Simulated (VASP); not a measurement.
# WC (Qusongite) in VASP: single point with PBE

Aim: the single point of WC (Qusongite) with PBE.

All numbers are computed with VASP 6.6.1; they aren't measurements. Logs are shortened: lines on timing, memory, paths and dates and some standing lists are left out, and cuts for length are marked.

### 1 The cell of the first run

The cell holds a slab with vacuum, 6 atoms: a = 2.922 Å, b = 4.079 Å, c = 19.098 Å, α = 90.00°, β = 90.00°, γ = 110.98°.

### 2 Single point, PBE

INCAR

```
PREC = Accurate
ENCUT = 520
EDIFF = 1E-6
ISMEAR = 0
SIGMA = 0.1
LREAL = F
LASPH = T
NELM = 100
ALGO = Normal
ISIF = 2
LWAVE = F
LCHARG = F
LDIPOL = T
IDIPOL = 3
DIPOL = 0.5 0.5 0.500
GGA = PE
NBANDS = 36
ISYM = 0
```

KPOINTS

```
regular mesh
0
Gamma
  13 9 1
```

POSCAR

```
WC
1.0
    2.9216789205      0.0000000000      0.0000000000
   -1.4608394603      3.8089190255      0.0000000000
    0.0000000000      0.0000000000     19.0977831065
W C
3 3
Direct
    0.7177577094      0.4354002267      0.3974507534
    0.4419902110      0.8840230459      0.4923425934
    0.1540373554      0.3083265366      0.5897330927
    0.0079054975      0.0153779944      0.4093333811
    0.7251504923      0.4504128107      0.5064628695
    0.4612127985      0.9225675140      0.6046773099
```

Potentials or basis: VASP PAW PBE potentials, release 64 (W_sv, C).

Launch:

```bash
$ cat potpaw_PBE.64/W_sv/POTCAR potpaw_PBE.64/C/POTCAR > POTCAR
$ mpirun -np 1 vasp_std > vasp.out
```

OUTCAR:

```text
PREC = Accurate
   ENCUT = 520
   EDIFF = 1E-6
   ISMEAR = 0
   LREAL = F
   LASPH = T
   NELM = 100
   ISIF = 2
   GGA = PE
   ISYM = 0

 ion  position               nearest neighbor table
   1  0.718  0.435  0.397-   5 2.08   4 2.18   4 2.18   4 2.22   2 2.77   2 2.89   2 2.89
   2  0.442  0.884  0.492-   6 2.15   5 2.17   4 2.21   4 2.21   5 2.22   5 2.22   1 2.77   3 2.86
                             3 2.86   3 2.88   1 2.89   1 2.89
   3  0.154  0.308  0.590-   6 2.09   6 2.09   5 2.23   5 2.23   6 2.36   2 2.86   2 2.86   2 2.88

   4  0.008  0.015  0.409-   1 2.18   1 2.18   2 2.21   2 2.21   1 2.22
   5  0.725  0.450  0.506-   1 2.08   2 2.17   2 2.22   2 2.22   3 2.23   3 2.23
   6  0.461  0.923  0.605-   3 2.09   3 2.09   2 2.15   3 2.36

IMPORTANT INFORMATION: All symmetrisations will be switched off!
NOSYMM: (Re-)initialisation of all symmetry stuff for point group C_1.

----------------------------------------------------------------------------------------

                                     Primitive cell

  volume of cell :     212.5285

  direct lattice vectors                    reciprocal lattice vectors
     2.921678921  0.000000000  0.000000000     0.342268958  0.131270840  0.000000000
    -1.460839460  3.808919025  0.000000000     0.000000000  0.262541680  0.000000000
     0.000000000  0.000000000 19.097783106     0.000000000  0.000000000  0.052362098

  length of vectors
     2.921678921  4.079450462 19.097783106     0.366578877  0.262541680  0.052362098

  position of ions in fractional coordinates (direct lattice)
     0.717757709  0.435400227  0.397450753
     0.441990211  0.884023046  0.492342593
     0.154037355  0.308326537  0.589733093
     0.007905497  0.015377994  0.409333381
     0.725150492  0.450412811  0.506462869
     0.461212799  0.922567514  0.604677310

  ion indices of the primitive-cell ions
   primitive index   ion index
                 1           1
                 2           2
                 3           3
                 4           4
                 5           5
                 6           6

----------------------------------------------------------------------------------------

 KPOINTS: regular mesh

Automatic generation of k-mesh.
 Grid dimensions read from file:
 generate k-points for:   13    9    1

 Generating k-lattice:

  Cartesian coordinates                     Fractional coordinates (reciprocal lattice)
     0.026328381  0.010097757  0.000000000     0.076923077 -0.000000000  0.000000000
[... 93 lines left out ...]
   NUPDOWN=      -1.0000    fix difference up-down
   EMIN   =  10.00;   EMAX   =-10.00  energy-range for DOS
   EFERMI =   0.00;   METHOD = LEGACY
   ISMEAR =     0;   SIGMA  =   0.10  broadening in eV -4-tet -1-fermi 0-gaus
   EFERMI_NEDOS =   21; number of points for ismear=-14 and -15
   IALGO  =     38    algorithm
   IMIX   =      4    mixing-type and parameters
     AMIX     =   0.40;   BMIX     =  1.00
     AMIX_MAG =   1.60;   BMIX_MAG =  1.00
  volume/ion in A,a.u.               =      35.42       239.04
  Fermi-wavevector in a.u.,A,eV,Ry     =   1.036892  1.959443 14.628247  1.075146
  Thomas-Fermi vector in A             =   2.171305
   LORBIT       =      0    0 simple, 1 ext, 2 COOP (PROOUT), +10 PAW based schemes
   GGA     = PE    functional components
   LHFCALC =     F    Hartree Fock is set to
   AEXX    =    0.0000 exact exchange contribution
   IVDW    =     0    specifies the selected vdW correction
   LEPSILON=     F    determine dielectric tensor
   LRPA    =     F    only Hartree local field effects (RPA)
 non-spin polarized calculation
 Gauss-broadening in eV      SIGMA  =   0.10
  energy-cutoff  :      520.00
  volume of cell :      212.53
 maximum number of plane-waves:      5773
 NGX is ok and might be reduce to    24
   NGX = 11   NGY = 15   NGZ = 71

 dipolmoment           0.000000      0.000000     -0.595398 electrons x Angstroem

 number of electron      54.0000002 magnetization

 dipolmoment           0.000000      0.000000      0.026325 electrons x Angstroem

 Free energy of the ion-electron system (eV)
  ---------------------------------------------------
  ext. energy  EPLUGINS =         0.00000000
  ---------------------------------------------------
  free energy    TOTEN  =       -62.06812541 eV

  energy without entropy =      -62.05312187  energy(sigma->0) =      -62.06062364

 E-fermi :   0.3837     XC(G=0):  -5.1543

 val. band max:        0.3789877386   @ k =   0.0769   0.3333   0.0000
 cond. band min:       0.3966561832   @ k =   0.2308   0.1111   0.0000
 fundamental gap:      0.0176684446
 Fermi energy:         0.3836857184

 k-point     1 :       0.0000    0.0000    0.0000
  band No.  band energies     occupation
      1     -73.9007      2.00000
      2     -73.8575      2.00000
      3     -73.8228      2.00000
      4     -38.4684      2.00000
      5     -38.3557      2.00000
      6     -38.2937      2.00000
[... 925 lines left out ...]
     35       4.7615      0.00000
     36       5.0360      0.00000

 [... further k-points ...]

------------------------ aborting loop because EDIFF is reached ----------------------------------------

 vacuum level on the upper side and lower side of the slab       (xc-potential included)         0.079        -0.350

  FORCE on cell =-STRESS in cart. coord.  units (eV):
  Direction    XX          YY          ZZ          XY          YZ          ZX
  --------------------------------------------------------------------------------------
  -------------------------------------------------------------------------------------
  Total       -1.9109224    -10.2004644      0.2707821      0.0328100     -0.0345659      0.0012994
  in kB      -14.4057691    -76.8976989      2.0413309      0.2473434     -0.2605798      0.0097960
  external PRESSURE =     -29.7540457 kB  Pullay stress =       0.0000000 kB

 VOLUME and BASIS-vectors are now :
 -----------------------------------------------------------------------------
  energy-cutoff  :      520.00
  volume of cell :      212.53
      direct lattice vectors                 reciprocal lattice vectors
     2.921678921  0.000000000  0.000000000     0.342268958  0.131270840  0.000000000
    -1.460839460  3.808919025  0.000000000     0.000000000  0.262541680  0.000000000
     0.000000000  0.000000000 19.097783106     0.000000000  0.000000000  0.052362098

 POSITION                                       TOTAL-FORCE (eV/Angst)
 -----------------------------------------------------------------------------------
      1.46101      1.65840      7.59043         0.000876      0.008562     -0.055430
     -0.00006      3.36717      9.40265         0.000498     -0.008444     -0.008900
     -0.00037      1.17439     11.26259        -0.000622      0.021899      0.034290
      0.00063      0.05857      7.81736        -0.001789      0.001092     -0.026929
      1.46068      1.71559      9.67232         0.000377      0.004793      0.008913
     -0.00021      3.51398     11.54800         0.000660     -0.027902      0.048055
 -----------------------------------------------------------------------------------
    total drift:                                0.000165      0.000212     -0.000513

  FREE ENERGIE OF THE ION-ELECTRON SYSTEM (eV)
  ---------------------------------------------------
  free  energy   TOTEN  =       -62.0681254106 eV

  energy  without entropy=      -62.0531218670  energy(sigma->0) =      -62.06062364

 vacuum level on the upper side and lower side of the slab         4.741         4.288
```

OSZICAR:

```text
N       E                     dE             d eps       ncg     rms          rms(c)
DAV:   1     0.538877977389E+03    0.53888E+03   -0.32093E+04  5208   0.137E+03
DAV:   2    -0.394301913227E+02   -0.57831E+03   -0.56515E+03  5028   0.400E+02
DAV:   3    -0.722245984951E+02   -0.32794E+02   -0.32195E+02  5268   0.927E+01
[... 19 lines left out ...]
DAV:  23    -0.620680913329E+02   -0.38384E-04   -0.35284E-06  4036   0.105E-02    0.183E-03
DAV:  24    -0.620681120879E+02   -0.20755E-04   -0.15119E-06  3752   0.424E-03    0.817E-04
DAV:  25    -0.620681225831E+02   -0.10495E-04   -0.80365E-07  3784   0.245E-03    0.329E-04
DAV:  26    -0.620681247445E+02   -0.21615E-05   -0.13323E-07  3364   0.109E-03    0.215E-04
DAV:  27    -0.620681254106E+02   -0.66612E-06   -0.52493E-08  3072   0.623E-04
   1 F= -.62068125E+02 E0= -.62060624E+02  d E =-.150035E-01
```

It took 13 min on 1 thread of Intel Xeon 6975P-C (Granite Rapids), shared host; peak memory 0.54 GiB.

Results:

| Item | Value |
| --- | --- |
| Free energy | -62.0681 eV |
| Largest force | 0.056 eV/Å |
| Band gap on the k mesh | zero (band 27 reaches 0.92 eV, above the bottom of band 28 at -0.02 eV) |

Forces in eV/Å, atoms in the order of the input:
```
W    0.001  0.009 -0.055
W    0.000 -0.008 -0.009
W   -0.001  0.022  0.034
C   -0.002  0.001 -0.027
C    0.000  0.005  0.009
C    0.001 -0.028  0.048
```

Levels at points of the mesh, in eV from the Fermi level:
```tsv
k point	band 23	band 24	band 25	band 26	band 27	band 28	band 29	band 30	band 31	band 32
(0.00, 0.00, 0.00)	-3.11	-2.23	-2.17	-0.84	0.54	0.75	1.26	1.28	1.88	2.28
```

Caveat: spin-orbit coupling is left out, which moves the levels of the heavy elements.
